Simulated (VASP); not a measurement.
SiNi, 4 atoms in the cell. Symmetry: Pmmn, No. 59, orthorhombic system. The conventional cell has a = 2.996 Å, b = 3.241 Å, c = 4.698 Å, α = 90.00°, β = 90.00°, γ = 90.00°. Within 3.1 Å of Si (site symmetry mm2) lie 6 Ni at 2.34 to 2.37 Å and 6 Si at 2.66 to 3.00 Å. Ni (site symmetry mm2) has 6 Si at 2.34 to 2.37 Å and 6 Ni at 2.65 to 3.00 Å within 3.1 Å.  This cell differs from its parent crystal: equal xx and yy strain of -1 %.

| Quantity | Value |
| --- | --- |
| Program | VASP 6.6.1 |
| Task | single point |
| Functional | LDA |
| Potentials or basis | VASP PAW LDA potentials, release 64 (Si, Ni) |
| Cutoff | 520 eV |
| k mesh | 11 × 10 × 7 |
| Occupations | fermi-dirac, width 0.05 eV |
| Spin | collinear spin, ferromagnetic start |
| Starting moments | [0.0, 0.0, 1.5, 1.5] μB |
| Dipole correction | no |
| Further INCAR settings | ALGO = Normal; EDIFF = 1e-07; NBANDS = 26 |

Potentials or basis: VASP PAW LDA potentials, release 64 (Si, Ni).

The run is started by

```bash
$ cat potpaw_LDA.64/Si/POTCAR potpaw_LDA.64/Ni/POTCAR > POTCAR
$ mpirun -np 1 vasp_std > vasp.out
```

Hardware: 1 thread of Intel(R) Xeon(R) 6975P-C (Granite Rapids) (shared host).

**Question.** Estimate the wall time of this run.

**Answer.** Wall time 110 s on 1 thread of Intel(R) Xeon(R) 6975P-C (Granite Rapids) (shared host), peak memory 0.33 GiB. Counts: scf iterations 16, k points 144.
